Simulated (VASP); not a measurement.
Here is a VASP 6.6.1 calculation.

POSCAR

```
Li
1.0
   -1.7144521608      1.7144521608      1.7144521608
    1.7144521608     -1.7144521608      1.7144521608
    1.7144521608      1.7144521608     -1.7144521608
Li
1
Direct
    0.0000000000      0.0000000000      0.0000000000
```

Contents of INCAR.step1:

```
ALGO     = Normal         # electronic algorithm
EDIFF    = 1E-5           # SCF threshold, eV
ENCUT    = 830            # plane-wave cutoff, eV
GGA      = PE             # functional
GGA_COMPAT= F            
ISMEAR   = -1             # smearing method
LASPH    = T              # aspherical terms in the spheres
LCHARG   = F              # write CHGCAR
LREAL    = F              # projectors in reciprocal space
LWAVE    = T              # write WAVECAR
NBANDS   = 8              # bands
NELM     = 120            # most SCF steps
PREC     = Accurate       # precision mode
SIGMA    = 0.1            # smearing width, eV
```

Contents of INCAR.step2:

```
ALGO     = Normal         # electronic algorithm
EDIFF    = 1E-6           # SCF threshold, eV
ENCUT    = 830            # plane-wave cutoff, eV
GGA_COMPAT= F            
ISIF     = 2              # what is computed and relaxed
ISMEAR   = -1             # smearing method
ISTART   = 1            
LASPH    = T              # aspherical terms in the spheres
LCHARG   = F              # write CHGCAR
LMIXTAU  = T            
LREAL    = F              # projectors in reciprocal space
LWAVE    = F              # write WAVECAR
METAGGA  = R2SCAN         # meta-GGA
NBANDS   = 8              # bands
NELM     = 120            # most SCF steps
PREC     = Accurate       # precision mode
SIGMA    = 0.1            # smearing width, eV
```

File KPOINTS:

```
k-points
0
Gamma
  21 21 21
```

Potentials or basis: VASP PAW PBE potentials, release 64 (Li_sv).

The run is started by

```sh
$ cat potpaw_PBE.64/Li_sv/POTCAR > POTCAR
$ cp INCAR.step1 INCAR
$ mpirun -np 1 vasp_std > vasp.out
$ cp INCAR.step2 INCAR
$ mpirun -np 1 vasp_std > vasp.out
```

**Question.** What does it give for the band gap on the k mesh?

**Answer.** Zero (an odd number of electrons rules out a gap without spin polarisation).

**Question.** Estimate the pressure.

**Answer.** 0.1 GPa.

Caveat: the PAW data sets were made with another functional, which shifts forces and pressure a little.
